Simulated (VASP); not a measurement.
# ZnS (P2_1) in VASP: a series of runs

ZnS is run at these levels: PBE; tasks: single point.

Program: VASP 6.6.1. These are calculated values, not measurements. Logs are shortened: lines on timing, memory, paths and dates and some standing lists are left out, and cuts for length are marked.

## Step 1: The cell of the first run

It takes space group P2_1 (No. 4, monoclinic). The conventional cell has a = 3.743 Å, b = 6.304 Å, c = 3.743 Å, α = 90.00°, β = 120.00°, γ = 90.00°. Zn (site symmetry 1) has 4 S at 2.28 to 2.37 Å within 3.0 Å. Within 3.0 Å of S (site symmetry 1) lie 4 Zn at 2.28 to 2.37 Å.

## Step 2: Single point, PBE

INCAR reads:

```
SYSTEM = ZnS
ALGO     = Normal         ! electronic algorithm
EDIFF    = 1E-6           ! SCF threshold, eV
ENCUT    = 520            ! plane-wave cutoff, eV
GGA      = PE             ! functional
ISIF     = 2              ! what is computed and relaxed
ISMEAR   = 0              ! smearing method
LASPH    = .True.         ! aspherical terms in the spheres
LCHARG   = .True.         ! write CHGCAR
LELF     = .True.         ! ELF
LREAL    = .False.        ! projectors in reciprocal space
LVHAR    = .True.       
LWAVE    = .False.        ! write WAVECAR
NBANDS   = 26             ! bands
NELM     = 100            ! most SCF steps
PREC     = Accurate       ! precision mode
SIGMA    = 0.05           ! smearing width, eV
```

KPOINTS reads:

```
k-points
0
Gamma
  9 9 4
  0 0 0
```

POSCAR reads:

```
ZnS
1.0
    3.7428823172      0.0000000000      0.0000000000
   -1.8714411586      3.2414311700      0.0000000000
    0.0000000000      0.0000000000      6.3037246812
Zn S
2 2
Direct
    0.2993460745      0.6666666667      0.0052003729
    0.7006539255      0.3333333333      0.5052003729
    0.3607984271      0.6666666667      0.3797996271
    0.6392015729      0.3333333333      0.8797996271
```

Potentials or basis: VASP PAW PBE potentials, release 64 (Zn, S).

On the command line:

```sh
> cat potpaw_PBE.64/Zn/POTCAR potpaw_PBE.64/S/POTCAR > POTCAR
> mpirun -np 1 vasp_std > vasp.out
```

OUTCAR:

```text
SYSTEM = ZnS
   EDIFF = 1E-6
   ENCUT = 520
   GGA = PE
   ISIF = 2
   ISMEAR = 0
   LASPH = .True.
   LREAL = .False.
   NELM = 100
   PREC = Accurate

 ion  position               nearest neighbor table
   1  0.299  0.667  0.005-   4 2.28   4 2.30   4 2.32   3 2.37
   2  0.701  0.333  0.505-   3 2.28   3 2.30   3 2.32   4 2.37
   3  0.361  0.667  0.380-   2 2.28   2 2.30   2 2.32   1 2.37
   4  0.639  0.333  0.880-   1 2.28   1 2.30   1 2.32   2 2.37

  LATTYP: Found a hexagonal cell.
 ALAT       =     3.7428823172
 C/A-ratio  =     1.6841899229

  Lattice vectors:

 A1 = (   3.7428823172,   0.0000000000,   0.0000000000)
 A2 = (  -1.8714411586,   3.2414311700,   0.0000000000)
 A3 = (   0.0000000000,   0.0000000000,   6.3037246812)

Analysis of symmetry for initial positions (statically):
=====================================================================
 Subroutine PRICEL returns:
 Original cell was already a primitive cell.

 Routine SETGRP: Setting up the symmetry group for a
 hexagonal supercell.

 Subroutine GETGRP returns: Found  2 space group operations
 (whereof  1 operations were pure point group operations)
 out of a pool of 24 trial point group operations.

The static configuration has the point symmetry C_1 .
 The point group associated with its full space group is C_2 .

Analysis of symmetry for dynamics (positions and initial velocities):
=====================================================================
 Subroutine PRICEL returns:
 Original cell was already a primitive cell.

 Routine SETGRP: Setting up the symmetry group for a
 hexagonal supercell.

 Subroutine GETGRP returns: Found  2 space group operations
 (whereof  1 operations were pure point group operations)
 out of a pool of 24 trial point group operations.

The dynamic configuration has the point symmetry C_1 .
 The point group associated with its full space group is C_2 .

 Subroutine INISYM returns: Found  2 space group operations
 (whereof  1 operations are pure point group operations),
 and found     1 'primitive' translations

----------------------------------------------------------------------------------------

                                     Primitive cell

  volume of cell :      76.4787

  direct lattice vectors                    reciprocal lattice vectors
     3.742882317  0.000000000  0.000000000     0.267173776  0.154252851  0.000000000
    -1.871441159  3.241431170  0.000000000     0.000000000  0.308505702  0.000000000
     0.000000000  0.000000000  6.303724681     0.000000000  0.000000000  0.158636370

  length of vectors
     3.742882317  3.742882317  6.303724681     0.308505702  0.308505702  0.158636370

  position of ions in fractional coordinates (direct lattice)
     0.299346075  0.666666667  0.005200373
     0.700653925  0.333333333  0.505200373
     0.360798427  0.666666667  0.379799627
     0.639201573  0.333333333  0.879799627

  ion indices of the primitive-cell ions
   primitive index   ion index
                 1           1
                 2           2
                 3           3
                 4           4

----------------------------------------------------------------------------------------

 KPOINTS: k-points

Automatic generation of k-mesh.
 Grid dimensions read from file:
 generate k-points for:    9    9    4

 Generating k-lattice:

  Cartesian coordinates                     Fractional coordinates (reciprocal lattice)
     0.029685975  0.017139206  0.000000000     0.111111111  0.000000000  0.000000000
     0.000000000  0.034278411  0.000000000     0.000000000  0.111111111  0.000000000
     0.000000000  0.000000000  0.039659092     0.000000000  0.000000000  0.250000000

  Length of vectors
     0.034278411  0.034278411  0.039659092

  Shift w.r.t. Gamma in fractional coordinates (k-lattice)
     0.000000000  0.000000000  0.000000000

 Subroutine IBZKPT returns following result:
 ===========================================

 Found    123 irreducible k-points:

 Following reciprocal coordinates:
            Coordinates               Weight
  0.000000  0.000000  0.000000      1.000000
  0.111111  0.000000  0.000000      2.000000
  0.000000  0.111111  0.000000      2.000000
 -0.111111  0.111111  0.000000      2.000000
  0.222222  0.000000  0.000000      2.000000
  0.000000  0.222222  0.000000      2.000000
[... 16 lines left out ...]
  0.333333  0.111111  0.000000      2.000000
 -0.111111  0.444444  0.000000      2.000000
 [... further k-points ...]
   k-points           NKPTS =    123   k-points in BZ     NKDIM =    123   number of bands    NBANDS=     26
   number of dos      NEDOS =    301   number of ions     NIONS =      4
   total plane-waves  NPLWV =  37632
   dimension x,y,z NGX =    28 NGY =   28 NGZ =   48
   dimension x,y,z NGXF=    56 NGYF=   56 NGZF=   96
   ions per type =               2   2
   NGX,Y,Z   is equivalent  to a cutoff of  12.44, 12.44, 12.66 a.u.
   NGXF,Y,Z  is equivalent  to a cutoff of  24.87, 24.87, 25.32 a.u.
 SYSTEM =  ZnS
   PREC   = accura    normal or accurate (medium, high low for compatibility)
   ISTART =      0    job   : 0-new  1-cont  2-samecut
   ICHARG =      2    charge: 1-file 2-atom 10-const
   ISPIN  =      1    spin polarized calculation?
   LNONCOLLINEAR =      F non collinear calculations
   LSORBIT =      F    spin-orbit coupling
   LASPH  =      T    aspherical Exc in radial PAW
   ENCUT  =  520.0 eV  38.22 Ry    6.18 a.u.   6.96  6.96 11.72*2*pi/ulx,y,z
   NELM   =    100;   NELMIN=  2; NELMDL= -5     # of ELM steps
   EDIFF  = 0.1E-05   stopping-criterion for ELM
   LREAL  =      F    real-space projection
[... 7 lines left out ...]
   TEBEG  =    0.0;   TEEND  =   0.0 temperature during run
   PSTRESS=    0.0 pullay stress
   NELECT =      36.0000    total number of electrons
   NUPDOWN=      -1.0000    fix difference up-down
   EMIN   =  10.00;   EMAX   =-10.00  energy-range for DOS
   EFERMI =   0.00;   METHOD = LEGACY
   ISMEAR =     0;   SIGMA  =   0.05  broadening in eV -4-tet -1-fermi 0-gaus
   EFERMI_NEDOS =   21; number of points for ismear=-14 and -15
   IALGO  =     38    algorithm
   IMIX   =      4    mixing-type and parameters
     AMIX     =   0.40;   BMIX     =  1.00
     AMIX_MAG =   1.60;   BMIX_MAG =  1.00
  volume/ion in A,a.u.               =      19.12       129.03
  Fermi-wavevector in a.u.,A,eV,Ry     =   1.273490  2.406547 22.065618  1.621777
  Thomas-Fermi vector in A             =   2.406311
   LORBIT       =      0    0 simple, 1 ext, 2 COOP (PROOUT), +10 PAW based schemes
   GGA     = PE    functional components
   LHFCALC =     F    Hartree Fock is set to
   AEXX    =    0.0000 exact exchange contribution
   IVDW    =     0    specifies the selected vdW correction
   LEPSILON=     F    determine dielectric tensor
   LRPA    =     F    only Hartree local field effects (RPA)
 non-spin polarized calculation
 Gauss-broadening in eV      SIGMA  =   0.05
  energy-cutoff  :      520.00
  volume of cell :       76.48
 maximum number of plane-waves:      2076
   NGX = 13   NGY = 13   NGZ = 23

 number of electron      35.9999992 magnetization

 Free energy of the ion-electron system (eV)
  ---------------------------------------------------
  ext. energy  EPLUGINS =         0.00000000
  ---------------------------------------------------
  free energy    TOTEN  =       -13.59193741 eV

  energy without entropy =      -13.59193741  energy(sigma->0) =      -13.59193741

 E-fermi :   2.7212     XC(G=0):  -9.7787

 val. band max:        2.4896461278   @ k =   0.0000   0.0000   0.0000
 cond. band min:       4.6910010256   @ k =   0.0000   0.0000   0.0000
 fundamental gap:      2.2013548978
 Fermi energy:         2.7211567197

 k-point     1 :       0.0000    0.0000    0.0000
  band No.  band energies     occupation
      1     -10.9617      2.00000
      2     -10.0341      2.00000
      3      -4.0824      2.00000
      4      -4.0514      2.00000
      5      -4.0186      2.00000
      6      -3.9768      2.00000
[... 18 lines left out ...]
     25      10.2953      0.00000
     26      11.4963      0.00000

 k-point     2 :       0.1111    0.0000    0.0000
  band No.  band energies     occupation
      1     -10.8716      2.00000
      2      -9.9776      2.00000
      3      -4.0885      2.00000
      4      -4.0397      2.00000
      5      -4.0004      2.00000
      6      -3.9507      2.00000
[... 18 lines left out ...]
     25      10.6268      0.00000
     26      10.8926      0.00000

 k-point     3 :       0.0000    0.1111    0.0000
  band No.  band energies     occupation
      1     -10.8715      2.00000
      2      -9.9790      2.00000
      3      -4.0816      2.00000
      4      -4.0331      2.00000
      5      -4.0098      2.00000
      6      -3.9643      2.00000
[... 18 lines left out ...]
     25      10.5584      0.00000
     26      11.0816      0.00000

 k-point     4 :      -0.1111    0.1111    0.0000
  band No.  band energies     occupation
      1     -10.8711      2.00000
      2      -9.9805      2.00000
      3      -4.0686      2.00000
      4      -4.0334      2.00000
      5      -4.0207      2.00000
      6      -3.9693      2.00000
[... 18 lines left out ...]
     25      10.4582      0.00000
     26      11.1933      0.00000
[... 496 lines left out ...]
      1     -10.4084      2.00000
      2      -9.7345      2.00000
      3      -4.0644      2.00000
      4      -3.9716      2.00000
      5      -3.9533      2.00000
      6      -3.8588      2.00000
[... 18 lines left out ...]
     25      10.9298      0.00000
     26      11.5600      0.00000

 k-point    23 :       0.3333    0.1111    0.0000
  band No.  band energies     occupation
      1     -10.1004      2.00000
      2      -9.6170      2.00000
      3      -4.0163      2.00000
      4      -3.9322      2.00000
      5      -3.9110      2.00000
      6      -3.7613      2.00000
[... 18 lines left out ...]
     25      11.7505      0.00000
     26      12.1004      0.00000

 k-point    24 :      -0.1111    0.4444    0.0000
  band No.  band energies     occupation
      1     -10.0856      2.00000
      2      -9.6476      2.00000
      3      -4.0392      2.00000
      4      -3.9397      2.00000
      5      -3.8738      2.00000
      6      -3.7691      2.00000
[... 18 lines left out ...]
     25      11.3664      0.00000
     26      12.3191      0.00000

 [... further k-points ...]
[... 5 lines left out ...]
  --------------------------------------------------------------------------------------
  -------------------------------------------------------------------------------------
  Total        2.7435134      2.7914514      0.6915570      0.0081720      0.0000000      0.0000000
  in kB       57.4747992     58.4790680     14.4876645      0.1711976      0.0000000      0.0000000
  external PRESSURE =      43.4805106 kB  Pullay stress =       0.0000000 kB

 VOLUME and BASIS-vectors are now :
 -----------------------------------------------------------------------------
  energy-cutoff  :      520.00
  volume of cell :       76.48
      direct lattice vectors                 reciprocal lattice vectors
     3.742882317  0.000000000  0.000000000     0.267173776  0.154252851  0.000000000
    -1.871441159  3.241431170  0.000000000     0.000000000  0.308505702  0.000000000
     0.000000000  0.000000000  6.303724681     0.000000000  0.000000000  0.158636370

 POSITION                                       TOTAL-FORCE (eV/Angst)
 -----------------------------------------------------------------------------------
     -0.12721      2.16095      0.03278         0.194363      0.012982      0.242526
      1.99865      1.08048      3.18464        -0.194363     -0.012982      0.242526
      0.10280      2.16095      2.39415        -0.016223      0.009004     -0.242526
      1.76864      1.08048      5.54601         0.016223     -0.009004     -0.242526
 -----------------------------------------------------------------------------------
    total drift:                               -0.000000     -0.000000      0.000290

  FREE ENERGIE OF THE ION-ELECTRON SYSTEM (eV)
  ---------------------------------------------------
  free  energy   TOTEN  =       -13.5919374140 eV

  energy  without entropy=      -13.5919374140  energy(sigma->0) =      -13.59193741
```

Run time: 91 s. Hardware: 1 thread of Intel Xeon 6975P-C (Granite Rapids), shared host; peak memory 0.32 GiB.

What came out:

```yaml
Free_energy: -13.5919 eV
Pressure: 4.3 GPa
Largest_force: 0.311 eV/Å
Band_gap_on_the_k_mesh: 2.20 eV, direct
```

Forces in eV/Å, atoms in the order of the input:
```
Zn   0.194  0.013  0.243
Zn  -0.194 -0.013  0.243
S   -0.016  0.009 -0.243
S    0.016 -0.009 -0.243
```

Stress tensor (GPa, compression positive):
```
5.75 0.02 0.00
0.02 5.85 0.00
0.00 0.00 1.45
```

## Step 3: Single point, PBE

This run uses another cell than the first one, of 19.65 Å³/atom, 1.028 times its volume.

INCAR reads:

```
SYSTEM = ZnS
  PREC = Accurate
  ENCUT = 520
  EDIFF = 1E-6
  ISMEAR = 0
  SIGMA = 0.05
  LREAL = .False.
  LASPH = .True.
  NELM = 80
  ALGO = Normal
  ISIF = 2
  LWAVE = .False.
  LCHARG = .True.
  GGA = PE
  LELF = .True.
  LVHAR = .True.
  NBANDS = 26
```

KPOINTS reads:

```
regular mesh
0
Gamma
  9 9 4
  0 0 0
```

POSCAR reads:

```
ZnS
1.0
    3.7944128042      0.0000000000      0.0000000000
   -1.8972064021      3.2860578809      0.0000000000
    0.0000000000      0.0000000000      6.3037246812
Zn S
2 2
Direct
    0.2823654471      0.6666666667      0.0052003729
    0.7176345529      0.3333333333      0.5052003729
    0.3745204671      0.6666666667      0.3797996271
    0.6254795329      0.3333333333      0.8797996271
```

Potentials or basis: VASP PAW PBE potentials, release 64 (Zn, S).

On the command line:

```sh
> cat potpaw_PBE.64/Zn/POTCAR potpaw_PBE.64/S/POTCAR > POTCAR
> mpirun -np 1 vasp_std > vasp.out
```

OUTCAR:

```text
SYSTEM = ZnS
   PREC = Accurate
   ENCUT = 520
   EDIFF = 1E-6
   ISMEAR = 0
   LREAL = .False.
   LASPH = .True.
   NELM = 80
   ISIF = 2
   GGA = PE

 ion  position               nearest neighbor table
   1  0.282  0.667  0.005-   4 2.30   4 2.33   4 2.36   3 2.39
   2  0.718  0.333  0.505-   3 2.30   3 2.33   3 2.36   4 2.39
   3  0.375  0.667  0.380-   2 2.30   2 2.33   2 2.36   1 2.39
   4  0.625  0.333  0.880-   1 2.30   1 2.33   1 2.36   2 2.39

  LATTYP: Found a hexagonal cell.
 ALAT       =     3.7944128042
 C/A-ratio  =     1.6613175757

  Lattice vectors:

 A1 = (   3.7944128042,   0.0000000000,   0.0000000000)
 A2 = (  -1.8972064021,   3.2860578809,   0.0000000000)
 A3 = (   0.0000000000,   0.0000000000,   6.3037246812)

Analysis of symmetry for initial positions (statically):
=====================================================================
 Subroutine PRICEL returns:
 Original cell was already a primitive cell.

 Routine SETGRP: Setting up the symmetry group for a
 hexagonal supercell.

[... 166 lines left out ...]
  ext. energy  EPLUGINS =         0.00000000
  ---------------------------------------------------
  free energy    TOTEN  =       -13.61421634 eV

  energy without entropy =      -13.61421634  energy(sigma->0) =      -13.61421634

 E-fermi :   2.4481     XC(G=0):  -9.6552

 val. band max:        2.2200838952   @ k =   0.0000   0.0000   0.0000
 cond. band min:       4.3006117024   @ k =   0.0000   0.0000   0.0000
 fundamental gap:      2.0805278072
 Fermi energy:         2.4481284350

 k-point     1 :       0.0000    0.0000    0.0000
  band No.  band energies     occupation
      1     -11.0156      2.00000
      2     -10.1012      2.00000
      3      -4.2358      2.00000
      4      -4.2062      2.00000
      5      -4.1455      2.00000
      6      -4.1204      2.00000
[... 685 lines left out ...]
     25      11.0098      0.00000
     26      11.9106      0.00000

 [... further k-points ...]
[... 5 lines left out ...]
  --------------------------------------------------------------------------------------
  -------------------------------------------------------------------------------------
  Total        1.2525561      1.3693209      0.1178507     -0.0865761      0.0000000      0.0000000
  in kB       25.5323480     27.9125032      2.4022920     -1.7647837      0.0000000      0.0000000
  external PRESSURE =      18.6157144 kB  Pullay stress =       0.0000000 kB

 VOLUME and BASIS-vectors are now :
 -----------------------------------------------------------------------------
  energy-cutoff  :      520.00
  volume of cell :       78.60
      direct lattice vectors                 reciprocal lattice vectors
     3.794412804  0.000000000  0.000000000     0.263545389  0.152158002  0.000000000
    -1.897206402  3.286057881  0.000000000     0.000000000  0.304316003  0.000000000
     0.000000000  0.000000000  6.303724681     0.000000000  0.000000000  0.158636370

 POSITION                                       TOTAL-FORCE (eV/Angst)
 -----------------------------------------------------------------------------------
     -0.19339      2.19071      0.03278         0.269565      0.027901      0.168602
      2.09060      1.09535      3.18464        -0.269565     -0.027901      0.168602
      0.15628      2.19071      2.39415        -0.064938      0.019655     -0.168602
      1.74093      1.09535      5.54601         0.064938     -0.019655     -0.168602
 -----------------------------------------------------------------------------------
    total drift:                               -0.000000      0.000000     -0.000244

  FREE ENERGIE OF THE ION-ELECTRON SYSTEM (eV)
  ---------------------------------------------------
  free  energy   TOTEN  =       -13.6142163410 eV

  energy  without entropy=      -13.6142163410  energy(sigma->0) =      -13.61421634
```

OSZICAR:

```text
N       E                     dE             d eps       ncg     rms          rms(c)
DAV:   1     0.246021638478E+03    0.24602E+03   -0.17136E+04  6396   0.168E+03
DAV:   2     0.104366370416E+02   -0.23559E+03   -0.22542E+03  6652   0.352E+02
DAV:   3    -0.138843585103E+02   -0.24321E+02   -0.24079E+02  7712   0.112E+02
DAV:   4    -0.144723693737E+02   -0.58801E+00   -0.58675E+00  7516   0.175E+01
DAV:   5    -0.144812845769E+02   -0.89152E-02   -0.89129E-02  7672   0.213E+00    0.980E+00
DAV:   6    -0.136246525180E+02    0.85663E+00   -0.16546E+00  9610   0.371E+01    0.753E+00
DAV:   7    -0.136201564350E+02    0.44961E-02   -0.12367E+00  6802   0.654E+00    0.343E+00
DAV:   8    -0.136134062274E+02    0.67502E-02   -0.36170E-02  8020   0.181E+00    0.959E-01
DAV:   9    -0.136138653428E+02   -0.45912E-03   -0.91163E-03  8760   0.133E+00    0.227E-01
DAV:  10    -0.136140092175E+02   -0.14387E-03   -0.61229E-04  7456   0.340E-01    0.911E-02
DAV:  11    -0.136142135868E+02   -0.20437E-03   -0.32413E-04  6618   0.125E-01    0.509E-02
DAV:  12    -0.136142133618E+02    0.22499E-06   -0.15304E-05  7922   0.403E-02    0.128E-02
DAV:  13    -0.136142157939E+02   -0.24321E-05   -0.26721E-06  6066   0.123E-02    0.645E-03
DAV:  14    -0.136142163410E+02   -0.54713E-06   -0.97397E-07  5376   0.117E-02
   1 F= -.13614216E+02 E0= -.13614216E+02  d E =-.804963E-13
```

stdout:

```text
POSCAR found type information on POSCAR ZnS
 POSCAR found :  2 types and       4 ions
 scaLAPACK will be used
 LDA part: xc-table for (Slater+PW92), standard interpolation
 POSCAR, INCAR and KPOINTS ok, starting setup
 FFT: planning ... GRIDC
 FFT: planning ... GRID_SOFT
 FFT: planning ... GRID
 WAVECAR not read
 entering main loop
```

Run time: 93 s. Hardware: 1 thread of Intel Xeon 6975P-C (Granite Rapids), shared host; peak memory 0.32 GiB.

Results:

```
Free energy            : -13.6142 eV
Pressure               : 1.9 GPa
Largest force          : 0.319 eV/Å
Band gap on the k mesh : 2.08 eV, direct
```

Forces on the atoms (eV/Å):
```
Zn   0.270  0.028  0.169
Zn  -0.270 -0.028  0.169
S   -0.065  0.020 -0.169
S    0.065 -0.020 -0.169
```

PBE gaps usually lie below the measured ones, often by a third to a half.
